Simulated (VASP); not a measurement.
# SnGe5 (P4/mmm) in VASP: notebook

The runs below take SnGe5 through single point, with PBE.

Program: VASP 6.6.1. These are calculated values, not measurements. Logs are shortened: lines on timing, memory, paths and dates and some standing lists are left out, and cuts for length are marked.

## 1. The cell of the first run

It takes space group P4/mmm (No. 123, tetragonal). Conventional cell: a = 3.381 Å, b = 3.381 Å, c = 10.849 Å, α = 90.00°, β = 90.00°, γ = 90.00°. Sn (site symmetry 4/mmm) has 10 Ge at 3.18 to 3.67 Å and 4 Sn at 3.38 Å within 4.2 Å. Ge (site symmetry 4mm) has 9 Ge at 2.86 to 3.38 Å and 4 Sn at 3.18 Å within 3.8 Å. Ge (site symmetry 4mm) has 13 Ge at 2.86 to 3.52 Å and 1 Sn at 3.67 Å within 3.8 Å. Ge (site symmetry 4/mmm) has 14 Ge at 2.97 to 3.38 Å within 3.9 Å.

## 2. Single point, PBE

File INCAR:

```
SYSTEM = SnGe5
PREC = Accurate ; ENCUT = 520
EDIFF = 1E-6 ; ISMEAR = 0
SIGMA = 0.1 ; LREAL = .FALSE.
LASPH = .TRUE. ; NELM = 60
ALGO = Normal ; ISIF = 2
LWAVE = .FALSE. ; LCHARG = .TRUE.
GGA = PE ; LELF = .TRUE.
LVHAR = .TRUE. ; NBANDS = 51
```

File KPOINTS:

```
regular mesh
0
G
  6 6 2
  0 0 0
```

File POSCAR:

```
SnGe5
1.0
    3.3813811921      0.0000000000      0.0000000000
    0.0000000000      3.3813811921      0.0000000000
    0.0000000000      0.0000000000     10.8486755900
Sn Ge
1 5
Direct
    0.5000000000      0.5000000000      0.5000000000
    0.0000000000      0.0000000000      0.6926457369
    0.5000000000      0.5000000000      0.8378409265
    0.0000000000      0.0000000000      0.0000000000
    0.5000000000      0.5000000000      0.1621590735
    0.0000000000      0.0000000000      0.3073542631
```

Potentials or basis: VASP PAW PBE potentials, release 64 (Sn_d, Ge_d).

Run with:

```sh
cat potpaw_PBE.64/Sn_d/POTCAR potpaw_PBE.64/Ge_d/POTCAR > POTCAR
mpirun -np 1 vasp_std > vasp.out
```

OUTCAR:

```text
SYSTEM = SnGe5
   PREC = Accurate
   ENCUT = 520
   EDIFF = 1E-6
   ISMEAR = 0
   LREAL = .FALSE.
   LASPH = .TRUE.
   NELM = 60
   ISIF = 2
   GGA = PE

 ion  position               nearest neighbor table
   1  0.500  0.500  0.500-   2 3.18   6 3.18   2 3.18   6 3.18   2 3.18   6 3.18   2 3.18   6 3.18

   2  0.000  0.000  0.693-   3 2.86   3 2.86   3 2.86   3 2.86   1 3.18   1 3.18   1 3.18   1 3.18

   3  0.500  0.500  0.838-   2 2.86   2 2.86   2 2.86   2 2.86
   4  0.000  0.000  0.000-
   5  0.500  0.500  0.162-   6 2.86   6 2.86   6 2.86   6 2.86
   6  0.000  0.000  0.307-   5 2.86   5 2.86   5 2.86   5 2.86   1 3.18   1 3.18   1 3.18   1 3.18

  LATTYP: Found a simple tetragonal cell.
 ALAT       =     3.3813811921
 C/A-ratio  =     3.2083562821

  Lattice vectors:

 A1 = (   3.3813811921,   0.0000000000,   0.0000000000)
 A2 = (   0.0000000000,   3.3813811921,   0.0000000000)
 A3 = (   0.0000000000,   0.0000000000,  10.8486755900)

Analysis of symmetry for initial positions (statically):
=====================================================================
 Subroutine PRICEL returns:
 Original cell was already a primitive cell.

 Routine SETGRP: Setting up the symmetry group for a
 simple tetragonal supercell.

 Subroutine GETGRP returns: Found 16 space group operations
 (whereof 16 operations were pure point group operations)
 out of a pool of 16 trial point group operations.

The static configuration has the point symmetry D_4h.

Analysis of symmetry for dynamics (positions and initial velocities):
=====================================================================
 Subroutine PRICEL returns:
 Original cell was already a primitive cell.

 Routine SETGRP: Setting up the symmetry group for a
 simple tetragonal supercell.

 Subroutine GETGRP returns: Found 16 space group operations
 (whereof 16 operations were pure point group operations)
 out of a pool of 16 trial point group operations.

The dynamic configuration has the point symmetry D_4h.

 Subroutine INISYM returns: Found 16 space group operations
 (whereof 16 operations are pure point group operations),
 and found     1 'primitive' translations

----------------------------------------------------------------------------------------

                                     Primitive cell

  volume of cell :     124.0409

  direct lattice vectors                    reciprocal lattice vectors
     3.381381192  0.000000000  0.000000000     0.295737139  0.000000000  0.000000000
     0.000000000  3.381381192  0.000000000     0.000000000  0.295737139  0.000000000
     0.000000000  0.000000000 10.848675590     0.000000000  0.000000000  0.092177150

  length of vectors
     3.381381192  3.381381192 10.848675590     0.295737139  0.295737139  0.092177150

  position of ions in fractional coordinates (direct lattice)
     0.500000000  0.500000000  0.500000000
     0.000000000  0.000000000  0.692645737
     0.500000000  0.500000000  0.837840927
     0.000000000  0.000000000  0.000000000
     0.500000000  0.500000000  0.162159073
     0.000000000  0.000000000  0.307354263

  ion indices of the primitive-cell ions
   primitive index   ion index
                 1           1
                 2           2
                 3           3
                 4           4
                 5           5
                 6           6

----------------------------------------------------------------------------------------

 KPOINTS: regular mesh

Automatic generation of k-mesh.
 Grid dimensions read from file:
 generate k-points for:    6    6    2

 Generating k-lattice:

  Cartesian coordinates                     Fractional coordinates (reciprocal lattice)
     0.049289523  0.000000000  0.000000000     0.166666667  0.000000000  0.000000000
     0.000000000  0.049289523  0.000000000     0.000000000  0.166666667  0.000000000
     0.000000000  0.000000000  0.046088575     0.000000000  0.000000000  0.500000000

  Length of vectors
     0.049289523  0.049289523  0.046088575

  Shift w.r.t. Gamma in fractional coordinates (k-lattice)
     0.000000000  0.000000000  0.000000000

 Subroutine IBZKPT returns following result:
 ===========================================

 Found     20 irreducible k-points:

 Following reciprocal coordinates:
            Coordinates               Weight
  0.000000  0.000000  0.000000      1.000000
  0.166667  0.000000  0.000000      4.000000
  0.333333  0.000000  0.000000      4.000000
  0.500000  0.000000  0.000000      2.000000
  0.166667  0.166667  0.000000      4.000000
  0.333333  0.166667  0.000000      8.000000
[... 12 lines left out ...]
  0.500000  0.333333  0.500000      4.000000
  0.500000  0.500000  0.500000      1.000000
   k-points           NKPTS =     20   k-points in BZ     NKDIM =     20   number of bands    NBANDS=     51
   number of dos      NEDOS =    301   number of ions     NIONS =      6
   total plane-waves  NPLWV =  65856
   dimension x,y,z NGX =    28 NGY =   28 NGZ =   84
   dimension x,y,z NGXF=    56 NGYF=   56 NGZF=  168
   ions per type =               1   5
   NGX,Y,Z   is equivalent  to a cutoff of  13.77, 13.77, 12.87 a.u.
   NGXF,Y,Z  is equivalent  to a cutoff of  27.53, 27.53, 25.74 a.u.
 SYSTEM =  SnGe5
   PREC   = accura    normal or accurate (medium, high low for compatibility)
   ISTART =      0    job   : 0-new  1-cont  2-samecut
   ICHARG =      2    charge: 1-file 2-atom 10-const
   ISPIN  =      1    spin polarized calculation?
   LNONCOLLINEAR =      F non collinear calculations
   LSORBIT =      F    spin-orbit coupling
   LASPH  =      T    aspherical Exc in radial PAW
   ENCUT  =  520.0 eV  38.22 Ry    6.18 a.u.   6.29  6.29 20.17*2*pi/ulx,y,z
   NELM   =     60;   NELMIN=  2; NELMDL= -5     # of ELM steps
   EDIFF  = 0.1E-05   stopping-criterion for ELM
   LREAL  =      F    real-space projection
   EDIFFG = 0.1E-04   stopping-criterion for IOM
   NSW    =      0    number of steps for IOM
   IBRION =     -1    ionic relax: 0-MD 1-quasi-New 2-CG
   NFREE  =      0    steps in history (QN), initial steepest desc. (CG)
   ISIF   =      2    stress and relaxation
   ISYM   =      2    0-nonsym 1-usesym 2-fastsym
   POTIM  = 0.5000    time-step for ionic-motion
   TEBEG  =    0.0;   TEEND  =   0.0 temperature during run
   PSTRESS=    0.0 pullay stress
   NELECT =      84.0000    total number of electrons
   NUPDOWN=      -1.0000    fix difference up-down
   EMIN   =  10.00;   EMAX   =-10.00  energy-range for DOS
   EFERMI =   0.00;   METHOD = LEGACY
   ISMEAR =     0;   SIGMA  =   0.10  broadening in eV -4-tet -1-fermi 0-gaus
   EFERMI_NEDOS =   21; number of points for ismear=-14 and -15
   IALGO  =     38    algorithm
   IMIX   =      4    mixing-type and parameters
     AMIX     =   0.40;   BMIX     =  1.00
     AMIX_MAG =   1.60;   BMIX_MAG =  1.00
  volume/ion in A,a.u.               =      20.67       139.51
  Fermi-wavevector in a.u.,A,eV,Ry     =   1.437627  2.716721 28.120137  2.066772
  Thomas-Fermi vector in A             =   2.556684
   LORBIT       =      0    0 simple, 1 ext, 2 COOP (PROOUT), +10 PAW based schemes
   GGA     = PE    functional components
   LHFCALC =     F    Hartree Fock is set to
   AEXX    =    0.0000 exact exchange contribution
   IVDW    =     0    specifies the selected vdW correction
   LEPSILON=     F    determine dielectric tensor
   LRPA    =     F    only Hartree local field effects (RPA)
 non-spin polarized calculation
 Gauss-broadening in eV      SIGMA  =   0.10
  energy-cutoff  :      520.00
  volume of cell :      124.04
 maximum number of plane-waves:      3376
 NGX is ok and might be reduce to    28
   NGX = 13   NGY = 13   NGZ = 41

 number of electron      84.0000033 magnetization

 Free energy of the ion-electron system (eV)
  ---------------------------------------------------
  ext. energy  EPLUGINS =         0.00000000
  ---------------------------------------------------
  free energy    TOTEN  =       -24.85962421 eV

  energy without entropy =      -24.84621114  energy(sigma->0) =      -24.85291768

 E-fermi :   6.6821     XC(G=0): -10.9928

 val. band max:        6.6799899487   @ k =   0.1667   0.1667   0.0000
 cond. band min:       6.6891195461   @ k =   0.0000   0.0000   0.0000
 fundamental gap:      0.0091295974
 Fermi energy:         6.6821180467

 k-point     1 :       0.0000    0.0000    0.0000
  band No.  band energies     occupation
      1     -17.9301      2.00000
      2     -17.9202      2.00000
      3     -17.9136      2.00000
      4     -17.9136      2.00000
      5     -17.9087      2.00000
      6     -17.8674      2.00000
[... 43 lines left out ...]
     50      11.9187      0.00000
     51      12.1834      0.00000

 k-point     2 :       0.1667    0.0000    0.0000
  band No.  band energies     occupation
      1     -17.9239      2.00000
      2     -17.9175      2.00000
      3     -17.9143      2.00000
      4     -17.9139      2.00000
      5     -17.9131      2.00000
      6     -17.8628      2.00000
[... 43 lines left out ...]
     50      12.2184      0.00000
     51      13.4441      0.00000

 k-point     3 :       0.3333    0.0000    0.0000
  band No.  band energies     occupation
      1     -17.9250      2.00000
      2     -17.9217      2.00000
      3     -17.9167      2.00000
      4     -17.9151      2.00000
      5     -17.8975      2.00000
      6     -17.8649      2.00000
[... 43 lines left out ...]
     50      11.8423      0.00000
     51      11.9604      0.00000
[... 811 lines left out ...]
 k-point    19 :       0.5000    0.3333    0.5000
  band No.  band energies     occupation
      1     -17.9300      2.00000
      2     -17.9288      2.00000
      3     -17.9208      2.00000
      4     -17.9037      2.00000
      5     -17.8836      2.00000
      6     -17.8687      2.00000
[... 43 lines left out ...]
     50       8.3216      0.00000
     51      11.4127      0.00000

 k-point    20 :       0.5000    0.5000    0.5000
  band No.  band energies     occupation
      1     -17.9332      2.00000
      2     -17.9332      2.00000
      3     -17.9187      2.00000
      4     -17.9040      2.00000
      5     -17.8753      2.00000
      6     -17.8641      2.00000
[... 43 lines left out ...]
     50       9.2184      0.00000
     51       9.8697      0.00000

------------------------ aborting loop because EDIFF is reached ----------------------------------------

  FORCE on cell =-STRESS in cart. coord.  units (eV):
  Direction    XX          YY          ZZ          XY          YZ          ZX
  --------------------------------------------------------------------------------------
  -------------------------------------------------------------------------------------
  Total        0.3315286      0.3315286      0.2899544      0.0000000      0.0000000     -0.0000000
  in kB        4.2821968      4.2821968      3.7452019      0.0000000      0.0000000     -0.0000000
  external PRESSURE =       4.1031985 kB  Pullay stress =       0.0000000 kB

 VOLUME and BASIS-vectors are now :
 -----------------------------------------------------------------------------
  energy-cutoff  :      520.00
  volume of cell :      124.04
      direct lattice vectors                 reciprocal lattice vectors
     3.381381192  0.000000000  0.000000000     0.295737139  0.000000000  0.000000000
     0.000000000  3.381381192  0.000000000     0.000000000  0.295737139  0.000000000
     0.000000000  0.000000000 10.848675590     0.000000000  0.000000000  0.092177150

 POSITION                                       TOTAL-FORCE (eV/Angst)
 -----------------------------------------------------------------------------------
      1.69069      1.69069      5.42434        -0.000000      0.000000     -0.000000
      0.00000      0.00000      7.51429         0.000000     -0.000000     -0.028645
      1.69069      1.69069      9.08946        -0.000000     -0.000000     -0.007140
      0.00000      0.00000      0.00000        -0.000000      0.000000     -0.000000
      1.69069      1.69069      1.75921        -0.000000      0.000000      0.007140
      0.00000      0.00000      3.33439        -0.000000      0.000000      0.028645
 -----------------------------------------------------------------------------------
    total drift:                                0.000000      0.000000      0.000000

  FREE ENERGIE OF THE ION-ELECTRON SYSTEM (eV)
  ---------------------------------------------------
  free  energy   TOTEN  =       -24.8596242098 eV

  energy  without entropy=      -24.8462111438  energy(sigma->0) =      -24.85291768
```

It took 6.3 min on 1 thread of AMD EPYC, shared host; peak memory 0.25 GiB.

Results:

```yaml
Free_energy: -24.8596 eV
Pressure: 0.4 GPa
Largest_force: 0.029 eV/Å
Band_gap_on_the_k_mesh: zero (bands 42 and 43 overlap by 3.83 eV)
```

Forces in eV/Å, atoms in the order of the input:
```
Sn   0.000  0.000  0.000
Ge   0.000  0.000 -0.029
Ge   0.000  0.000 -0.007
Ge   0.000  0.000  0.000
Ge   0.000  0.000  0.007
Ge   0.000  0.000  0.029
```

Levels at points of the mesh, in eV from the Fermi level:
```
           k point  band 40  band 41  band 42  band 43  band 44  band 45
(0.00, 0.00, 0.00)     0.94     1.02     1.02     1.61     2.12     2.12
(0.50, 0.00, 0.00)    -3.17     1.87     2.26     2.32     2.37     3.17
(0.50, 0.50, 0.00)    -3.67    -2.91    -2.91    -0.70    -0.29    -0.01
(0.00, 0.00, 0.50)     0.40     0.66     0.66     2.88     2.92     3.02
(0.50, 0.00, 0.50)    -0.88    -0.86    -0.52     3.22     3.32     3.61
(0.50, 0.50, 0.50)    -4.21    -1.59    -1.59    -1.58    -1.58    -1.33
```

Caveat: spin-orbit coupling is left out, which moves the levels of the heavy elements.

## 3. Single point, PBE

This run uses another cell than the first one, of 20.75 Å³/atom.

File INCAR:

```
PREC = Accurate ; ENCUT = 520
EDIFF = 1E-6 ; ISMEAR = 0
SIGMA = 0.1 ; LREAL = False
LASPH = True ; NELM = 80
ALGO = Normal ; ISIF = 2
LWAVE = False ; LCHARG = True
GGA = PE ; LELF = True
LVHAR = True ; NBANDS = 51
```

File KPOINTS:

```
Automatic mesh
0
Gamma
  6 6 2
```

File POSCAR:

```
SnGe5
1.0
    3.0843953900      0.0000000000      0.0000000000
    0.0000000000      3.0843953900      0.0000000000
    0.0000000000      0.0000000000     13.0859813800
Sn Ge
1 5
Direct
    0.5000000000      0.5000000000      0.5000000000
    0.0000000000      0.0000000000      0.6666666700
    0.5000000000      0.5000000000      0.8333333300
    0.0000000000      0.0000000000      0.0000000000
    0.5000000000      0.5000000000      0.1666666700
    0.0000000000      0.0000000000      0.3333333300
```

Potentials or basis: VASP PAW PBE potentials, release 64 (Sn_d, Ge_d).

Run with:

```sh
cat potpaw_PBE.64/Sn_d/POTCAR potpaw_PBE.64/Ge_d/POTCAR > POTCAR
mpirun -np 1 vasp_std > vasp.out
```

Wall time 4.5 min (1 thread of AMD EPYC, shared host); peak memory 0.23 GiB.

It converged, with:

```
Free energy            : -24.0900 eV
Pressure               : 1.4 GPa
Largest force          : 0.710 eV/Å
Band gap on the k mesh : zero (bands 42 and 43 overlap by 5.20 eV)
```

Forces on the atoms (eV/Å):
```
Sn   0.000  0.000  0.000
Ge   0.000  0.000  0.710
Ge   0.000  0.000 -0.011
Ge   0.000  0.000  0.000
Ge   0.000  0.000  0.011
Ge   0.000  0.000 -0.710
```

Stress tensor (GPa, compression positive):
```
 2.60  0.00  0.00
 0.00  2.60  0.00
 0.00  0.00 -0.95
```

Levels at points of the mesh, in eV from the Fermi level:
```tsv
k point	band 39	band 40	band 41	band 42	band 43	band 44	band 45	band 46
(0.00, 0.00, 0.00)	0.78	2.35	2.35	3.17	3.17	3.32	3.32	5.56
(0.50, 0.00, 0.00)	-4.41	-4.23	-0.95	-0.63	-0.08	0.05	4.68	4.73
(0.50, 0.50, 0.00)	-3.22	-3.22	-3.11	-3.11	-0.56	-0.56	-0.47	-0.47
(0.00, 0.00, 0.50)	2.57	2.57	2.58	2.58	3.37	3.44	4.20	4.20
(0.50, 0.00, 0.50)	-2.84	-2.79	-2.77	-2.44	2.05	2.16	2.34	2.39
(0.50, 0.50, 0.50)	-3.74	-3.74	-2.04	-2.04	-2.03	-2.03	-0.40	-0.25
```

Caveat: spin-orbit coupling is left out, which moves the levels of the heavy elements.

## 4. Single point, PBE

This run uses another cell than the first one, of 20.58 Å³/atom.

File INCAR:

```
SYSTEM = SnGe5
PREC     = Accurate       ! precision mode
ENCUT    = 520            ! plane-wave cutoff, eV
EDIFF    = 1E-7           ! SCF threshold, eV
ISMEAR   = 0              ! smearing method
SIGMA    = 0.1            ! smearing width, eV
LREAL    = .FALSE.        ! projectors in reciprocal space
LASPH    = .TRUE.         ! aspherical terms in the spheres
NELM     = 80             ! most SCF steps
ALGO     = Normal         ! electronic algorithm
ISIF     = 2              ! what is computed and relaxed
LWAVE    = .FALSE.        ! write WAVECAR
LCHARG   = .FALSE.        ! write CHGCAR
GGA      = PE             ! functional
NBANDS   = 51             ! bands
```

File KPOINTS:

```
Automatic mesh
0
G
  12 12 4
  0 0 0
```

File POSCAR:

```
SnGe5
1.0
    3.4012574600      0.0000000000      0.0000000000
    0.0000000000      3.4012574600      0.0000000000
    0.0000000000      0.0000000000     10.6718717611
Sn Ge
1 5
Direct
    0.5000000000      0.5000000000      0.5000000000
    0.0000000000      0.0000000000      0.6962791481
    0.5000000000      0.5000000000      0.8394038561
    0.0000000000      0.0000000000      0.0000000000
    0.5000000000      0.5000000000      0.1605961439
    0.0000000000      0.0000000000      0.3037208519
```

Run with:

```sh
cat potpaw_PBE.64/Sn_d/POTCAR potpaw_PBE.64/Ge_d/POTCAR > POTCAR
mpirun -np 1 vasp_std > vasp.out
```

Wall time 19 min (1 thread of AMD EPYC, shared host); peak memory 0.48 GiB.

It converged, with:

| Item | Value |
| --- | --- |
| Free energy | -24.6905 eV |
| Pressure | 0.0 GPa |
| Largest force | 0.006 eV/Å |
| Band gap on the k mesh | zero (bands 42 and 43 overlap by 4.54 eV) |

Forces in eV/Å, atoms in the order of the input:
```
Sn   0.000  0.000  0.000
Ge   0.000  0.000  0.006
Ge   0.000  0.000 -0.006
Ge   0.000  0.000  0.000
Ge   0.000  0.000  0.006
Ge   0.000  0.000 -0.006
```

Levels at points of the mesh, in eV from the Fermi level:
```
           k point  band 38  band 39  band 40  band 41  band 42  band 43  band 44  band 45  band 46  band 47
(0.00, 0.00, 0.00)    -0.39    -0.39     0.56     0.67     0.67     1.28     1.87     1.87     3.59     4.45
(0.50, 0.00, 0.00)    -3.65    -3.61    -3.23     1.86     2.32     2.38     2.42     2.76     2.89     3.42
(0.50, 0.50, 0.00)    -4.85    -3.92    -3.92    -3.07    -3.07    -0.96    -0.54    -0.13    -0.05     0.21
(0.00, 0.00, 0.50)    -0.28    -0.28     0.24     0.33     0.33     2.59     2.61     2.78     2.78     3.35
(0.50, 0.00, 0.50)    -5.02    -1.02    -0.89    -0.88    -0.51     2.82     2.93     3.27     3.45     4.12
(0.50, 0.50, 0.50)    -4.68    -4.43    -4.43    -1.74    -1.74    -1.72    -1.72    -1.59    -1.49     1.28
```

Caveat: spin-orbit coupling is left out, which moves the levels of the heavy elements.

## 5. The runs side by side

| cell | k mesh | gap on the mesh (eV) | pressure (GPa) | largest force (eV/Å) |
| --- | --- | --- | --- | --- |
| a = 3.381, b = 3.381, c = 10.849 Å, 6 atoms, atomic positions A | 6 × 6 × 2 | none | 0.4 | 0.03 |
| a = 3.084, b = 3.084, c = 13.086 Å, 6 atoms, atomic positions B | 6 × 6 × 2 | none | 1.4 | 0.71 |
| a = 3.401, b = 3.401, c = 10.672 Å, 6 atoms, atomic positions C | 12 × 12 × 4 | none | 0.0 | 0.01 |

Alike in all rows: task single point; level PBE; potentials or basis VASP PAW PBE potentials, release 64 (Sn_d, Ge_d); no spin polarisation; cutoff (eV) 520; smearing gaussian 0.1 eV.

Caveats: spin-orbit coupling is left out, which moves the levels of the heavy elements.

Total energies depend on the potentials used, so only differences within one code and one set of settings carry meaning.

The gap in the log of VASP goes by the Fermi energy; the results here count the filled bands.